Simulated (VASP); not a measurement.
# BaTe in VASP: settings compared, part 2 of 2

VASP 6.6.1.

**4. Single point, HSE06**

This run uses another cell than the first one, of 44.08 Å³/atom.

The input, POSCAR:

```
BaTe
1.0
    0.0000000000      3.5323868426      3.5323868426
    3.5323868426      0.0000000000      3.5323868426
    3.5323868426      3.5323868426      0.0000000000
Ba Te
1 1
Direct
    0.0000000000      0.0000000000      0.0000000000
    0.5000000000      0.5000000000      0.5000000000
```

The input, INCAR.step1:

```
  ALGO = Normal
  EDIFF = 1E-5
  ENCUT = 520
  GGA = PE
  ISIF = 2
  ISMEAR = 0
  LASPH = True
  LREAL = False
  LWAVE = True
  NBANDS = 15
  NELM = 80
  PREC = Accurate
  SIGMA = 0.01
```

The input, INCAR.step2:

```
  ALGO = Normal
  EDIFF = 1E-6
  ENCUT = 520
  GGA = PE
  HFSCREEN = 0.2079
  ISIF = 2
  ISMEAR = 0
  ISTART = 1
  LASPH = True
  LCHARG = True
  LELF = True
  LHFCALC = True
  LREAL = False
  LVHAR = True
  LWAVE = False
  NBANDS = 15
  NELM = 80
  PREC = Accurate
  PRECFOCK = Normal
  SIGMA = 0.01
```

The input, KPOINTS:

```
k-points
0
Gamma
  4 4 4
```

Started as:

```bash
$ cat potpaw_PBE.64/Ba_sv/POTCAR potpaw_PBE.64/Te/POTCAR > POTCAR
$ cp INCAR.step1 INCAR
$ mpirun -np 1 vasp_std > vasp.out
$ cp INCAR.step2 INCAR
$ mpirun -np 1 vasp_std > vasp.out
```

Wall time 5.5 min (1 thread of Intel Xeon 6975P-C (Granite Rapids), shared host); peak memory 0.36 GiB.

Results (log left out):

- Free energy: -9.8006 eV
- Pressure: 0.0 GPa
- Band gap on the k mesh: 2.30 eV (least direct gap 2.73 eV)

Levels at points of the mesh, in eV from the valence-band top:
| k point | band 4 | band 5 | band 6 | band 7 | band 8 | band 9 | band 10 | band 11 | band 12 | band 13 |
| --- | --- | --- | --- | --- | --- | --- | --- | --- | --- | --- |
| (0.00, 0.00, 0.00) | -13.09 | -10.33 | 0.00 | 0.00 | 0.00 | 3.54 | 3.79 | 3.79 | 3.79 | 4.39 |
| (0.50, 0.00, 0.00) | -13.09 | -9.55 | -2.32 | -1.13 | -1.13 | 4.88 | 5.68 | 5.87 | 5.87 | 7.77 |
| (0.50, 0.50, 0.00) | -13.17 | -10.09 | -1.25 | -0.43 | -0.43 | 2.30 | 5.32 | 5.38 | 6.48 | 6.75 |

Caveat: the PAW data sets were made with another functional, which shifts forces and pressure a little; spin-orbit coupling is left out, which moves the levels of the heavy elements. A k mesh can miss the band edges.

**5. Single point, HSE06 (strain +3.0%)**

The input, POSCAR:

```
BaTe
1.0
    0.0000000000      3.6383584479      3.6383584479
    3.6383584479      0.0000000000      3.6383584479
    3.6383584479      3.6383584479      0.0000000000
Ba Te
1 1
Direct
    0.0000000000      0.0000000000      0.0000000000
    0.5000000000      0.5000000000      0.5000000000
```

The input, INCAR.step1:

```
PREC = Accurate ; ENCUT = 520
EDIFF = 1E-5 ; ISMEAR = 0
SIGMA = 0.01 ; LREAL = F
LASPH = T ; NELM = 60
ALGO = Normal ; ISIF = 2
LWAVE = T ; LCHARG = F
GGA = PE ; NBANDS = 15
```

The input, INCAR.step2:

```
PREC = Accurate ; ENCUT = 520
EDIFF = 1E-6 ; ISMEAR = 0
SIGMA = 0.01 ; LREAL = F
LASPH = T ; NELM = 60
ALGO = Normal ; ISIF = 2
LWAVE = F ; LCHARG = F
GGA = PE ; LHFCALC = T
HFSCREEN = 0.2079 ; PRECFOCK = Normal
ISTART = 1 ; NBANDS = 15
```

The input, KPOINTS:

```
regular mesh
0
Gamma
  4 4 4
```

Potentials or basis: VASP PAW PBE potentials, release 64 (Ba_sv, Te).

Started as:

```bash
$ cat potpaw_PBE.64/Ba_sv/POTCAR potpaw_PBE.64/Te/POTCAR > POTCAR
$ cp INCAR.step1 INCAR
$ mpirun -np 1 vasp_std > vasp.out
$ cp INCAR.step2 INCAR
$ mpirun -np 1 vasp_std > vasp.out
```

OUTCAR:

```text
PREC = Accurate
   ENCUT = 520
   EDIFF = 1E-6
   ISMEAR = 0
   LREAL = F
   LASPH = T
   NELM = 60
   ISIF = 2
   GGA = PE
   LHFCALC = T
   HFSCREEN = 0.2079
   PRECFOCK = Normal
   ISTART = 1

 ion  position               nearest neighbor table
   1  0.000  0.000  0.000-   2 3.64   2 3.64   2 3.64   2 3.64   2 3.64   2 3.64
   2  0.500  0.500  0.500-   1 3.64   1 3.64   1 3.64   1 3.64   1 3.64   1 3.64

  LATTYP: Found a face centered cubic cell.
 ALAT       =     7.2767168958

  Lattice vectors:

 A1 = (   0.0000000000,   3.6383584479,   3.6383584479)
 A2 = (   3.6383584479,   0.0000000000,   3.6383584479)
 A3 = (   3.6383584479,   3.6383584479,   0.0000000000)

Analysis of symmetry for initial positions (statically):
=====================================================================
 Subroutine PRICEL returns:
 Original cell was already a primitive cell.

 Routine SETGRP: Setting up the symmetry group for a
 face centered cubic supercell.

 Subroutine GETGRP returns: Found 48 space group operations
[... 168 lines left out ...]
      3     -12.2378      2.00000
      4     -12.2378      2.00000
      5      -9.0486      2.00000
      6       1.0849      2.00000
      7       1.0849      2.00000
      8       1.0849      2.00000
      9       4.2870      0.00000
     10       4.8966      0.00000
     11       4.8966      0.00000
     12       4.8966      0.00000
     13       5.4133      0.00000
     14       5.4133      0.00000
[... 113 lines left out ...]
      2     -12.3378      2.00000
      3     -12.3378      2.00000
      4     -12.3329      2.00000
      5      -8.7063      2.00000
      6      -0.0686      2.00000
      7       0.1416      2.00000
      8       0.1416      2.00000
      9       5.3858      0.00000
     10       5.3858      0.00000
     11       6.4597      0.00000
     12       6.7373      0.00000
     13       7.5111      0.00000
     14       9.4559      0.00000
     15       9.5451      0.00000

------------------------ aborting loop because EDIFF is reached ----------------------------------------

  FORCE on cell =-STRESS in cart. coord.  units (eV):
  Direction    XX          YY          ZZ          XY          YZ          ZX
  --------------------------------------------------------------------------------------
  -------------------------------------------------------------------------------------
  Total       -1.3328966     -1.3328966     -1.3328966      0.0000000     -0.0000000      0.0000000
  in kB      -22.1697400    -22.1697400    -22.1697400      0.0000000     -0.0000000      0.0000000
  external PRESSURE =     -22.1697400 kB  Pullay stress =       0.0000000 kB

 VOLUME and BASIS-vectors are now :
 -----------------------------------------------------------------------------
  energy-cutoff  :      520.00
  volume of cell :       96.33
      direct lattice vectors                 reciprocal lattice vectors
     0.000000000  3.638358448  3.638358448    -0.137424613  0.137424613  0.137424613
     3.638358448  0.000000000  3.638358448     0.137424613 -0.137424613  0.137424613
     3.638358448  3.638358448  0.000000000     0.137424613  0.137424613 -0.137424613

 POSITION                                       TOTAL-FORCE (eV/Angst)
 -----------------------------------------------------------------------------------
      0.00000      0.00000      0.00000        -0.000000     -0.000000     -0.000000
      3.63836      3.63836      3.63836         0.000000      0.000000      0.000000
 -----------------------------------------------------------------------------------
    total drift:                               -0.000001     -0.000002     -0.000002

  FREE ENERGIE OF THE ION-ELECTRON SYSTEM (eV)
  ---------------------------------------------------
  free  energy   TOTEN  =        -9.7393708820 eV

  energy  without entropy=       -9.7393708820  energy(sigma->0) =       -9.73937088
```

OUTCAR.step1:

```text
PREC = Accurate
   ENCUT = 520
   EDIFF = 1E-5
   ISMEAR = 0
   LREAL = F
   LASPH = T
[... 346 lines left out ...]
 -----------------------------------------------------------------------------------
      0.00000      0.00000      0.00000         0.000000     -0.000000      0.000000
      3.63836      3.63836      3.63836        -0.000000      0.000000     -0.000000
 -----------------------------------------------------------------------------------
    total drift:                                0.000000     -0.000000     -0.000000

  FREE ENERGIE OF THE ION-ELECTRON SYSTEM (eV)
  ---------------------------------------------------
  free  energy   TOTEN  =        -8.5775062524 eV

  energy  without entropy=       -8.5775062524  energy(sigma->0) =       -8.57750625
```

OSZICAR.step1:

```text
N       E                     dE             d eps       ncg     rms          rms(c)
DAV:   1     0.931718424659E+02    0.93172E+02   -0.62184E+03   240   0.890E+02
DAV:   2    -0.218358329247E+01   -0.95355E+02   -0.84845E+02   325   0.151E+02
DAV:   3    -0.855349514342E+01   -0.63699E+01   -0.63281E+01   326   0.450E+01
DAV:   4    -0.871211734625E+01   -0.15862E+00   -0.15857E+00   321   0.695E+00
DAV:   5    -0.871310292835E+01   -0.98558E-03   -0.98556E-03   327   0.551E-01    0.327E+00
DAV:   6    -0.856541611631E+01    0.14769E+00   -0.17350E-01   296   0.196E+00    0.213E+00
DAV:   7    -0.856709871998E+01   -0.16826E-02   -0.12673E-01   304   0.188E+00    0.847E-01
DAV:   8    -0.857685232453E+01   -0.97536E-02   -0.18425E-02   247   0.894E-01    0.193E-01
DAV:   9    -0.857722019157E+01   -0.36787E-03   -0.12105E-03   296   0.209E-01    0.744E-02
DAV:  10    -0.857748349513E+01   -0.26330E-03   -0.43643E-04   276   0.132E-01    0.159E-02
DAV:  11    -0.857750914220E+01   -0.25647E-04   -0.66382E-05   289   0.445E-02    0.214E-02
DAV:  12    -0.857750625236E+01    0.28898E-05   -0.12176E-05   272   0.189E-02
   1 F= -.85775063E+01 E0= -.85775063E+01  d E =-.881052E-14
```

It took 7.4 min on 1 thread of Intel Xeon 6975P-C (Granite Rapids), shared host; peak memory 0.35 GiB.

Results:

```
Free energy            : -9.7394 eV
Pressure               : -2.2 GPa
Band gap on the k mesh : 2.46 eV (least direct gap 2.88 eV)
```

Caveat: the cell differs from its parent crystal (strain +3.0%); the PAW data sets were made with another functional, which shifts forces and pressure a little; spin-orbit coupling is left out, which moves the levels of the heavy elements.

**6. Single point, HSE06 (strain along [111] +1.5%)**

The input, POSCAR:

```
BaTe
1.0
    0.0353238682      3.5677106931      3.5677106931
    3.5677106931      0.0353238682      3.5677106931
    3.5677106931      3.5677106931      0.0353238682
Ba Te
1 1
Direct
    0.0000000000      0.0000000000      0.0000000000
    0.5000000000      0.5000000000      0.5000000000
```

The input, INCAR.step1:

```
SYSTEM = BaTe
ALGO = Normal
EDIFF = 1E-5
ENCUT = 520
GGA = PE
ISIF = 2
ISMEAR = 0
LASPH = .TRUE.
LCHARG = .FALSE.
LREAL = .FALSE.
LWAVE = .TRUE.
NBANDS = 15
NELM = 80
PREC = Accurate
SIGMA = 0.01
```

The input, INCAR.step2:

```
SYSTEM = BaTe
ALGO = Normal
EDIFF = 1E-6
ENCUT = 520
GGA = PE
HFSCREEN = 0.2079
ISIF = 2
ISMEAR = 0
ISTART = 1
LASPH = .TRUE.
LCHARG = .FALSE.
LHFCALC = .TRUE.
LREAL = .FALSE.
LWAVE = .FALSE.
NBANDS = 15
NELM = 80
PREC = Accurate
PRECFOCK = Normal
SIGMA = 0.01
```

The input, KPOINTS:

```
k-points
0
G
  4 4 4
  0 0 0
```

Potentials or basis: VASP PAW PBE potentials, release 64 (Ba_sv, Te).

Started as:

```bash
$ cat potpaw_PBE.64/Ba_sv/POTCAR potpaw_PBE.64/Te/POTCAR > POTCAR
$ cp INCAR.step1 INCAR
$ mpirun -np 1 vasp_std > vasp.out
$ cp INCAR.step2 INCAR
$ mpirun -np 1 vasp_std > vasp.out
```

Run time: 22 min. Hardware: 1 thread of Intel Xeon Platinum 8259CL at 2.50GHz (Skylake/Cascade Lake), shared host; peak memory 0.35 GiB.

The run converged. Its results:

```yaml
Free_energy: -9.7977 eV
Pressure: -0.5 GPa
Band_gap_on_the_k_mesh: 2.31 eV (least direct gap 2.73 eV)
```

Stress tensor (GPa, compression positive):
```
-0.46 -0.13 -0.13
-0.13 -0.46 -0.13
-0.13 -0.13 -0.46
```

Levels at points of the mesh, in eV from the valence-band top:
```
           k point  band 4  band 5  band 6  band 7  band 8  band 9  band 10  band 11  band 12  band 13
(0.00, 0.00, 0.00)  -13.14  -10.31   -0.05    0.00    0.00    3.45     3.72     3.81     3.81     4.36
(0.50, 0.00, 0.00)  -13.15   -9.57   -2.30   -1.16   -1.10    4.83     5.59     5.82     5.88     7.64
(0.50, 0.50, 0.00)  -13.22  -10.08   -1.26   -0.47   -0.42    2.31     5.28     5.29     6.38     6.67
(0.50, 0.50, 0.50)  -13.15   -9.57   -2.31   -1.08   -1.08    4.85     5.60     5.78     5.78     7.74
```

Caveat: the cell differs from its parent crystal (strain along [111] +1.5%); the PAW data sets were made with another functional, which shifts forces and pressure a little; spin-orbit coupling is left out, which moves the levels of the heavy elements. A k mesh can miss the band edges.

**7. Summary**

| level | cell | k mesh | smearing | grid for exact exchange (PRECFOCK) | share of exact exchange | screening parameter | gap on the mesh (eV) | pressure (GPa) |
| --- | --- | --- | --- | --- | --- | --- | --- | --- |
| PBE | a = 5.046 Å, angles 59.3°, 2 atoms | 6 × 6 × 6 | fermi-dirac 0.02 eV | - | - | - | 1.59 | -0.1 |
| r2SCAN | a = 5.046 Å, angles 59.3°, 2 atoms | 6 × 6 × 6 | gaussian 0.01 eV | - | - | - | 1.94 | -0.2 |
| HSE06 | a = 4.996 Å, angles 60.0°, 2 atoms | 4 × 4 × 4 | gaussian 0.01 eV | Normal | 0.25 | 0.2079 1/Å | 2.30 | 0.0 |
| HSE06 | a = 5.145 Å, angles 60.0°, 2 atoms | 4 × 4 × 4 | gaussian 0.01 eV | Normal | 0.25 | 0.2079 1/Å | 2.46 | -2.2 |
| HSE06 | a = 5.046 Å, angles 59.3°, 2 atoms | 4 × 4 × 4 | gaussian 0.01 eV | Normal | 0.25 | 0.2079 1/Å | 2.31 | -0.5 |

Alike in all rows: task single point; potentials or basis VASP PAW PBE potentials, release 64 (Ba_sv, Te); no spin polarisation; cutoff (eV) 520.

Caveats: spin-orbit coupling is left out, which moves the levels of the heavy elements; the PAW data sets were made with another functional, which shifts forces and pressure a little (at least some runs).

Total energies depend on the potentials used, so only differences within one code and one set of settings carry meaning.
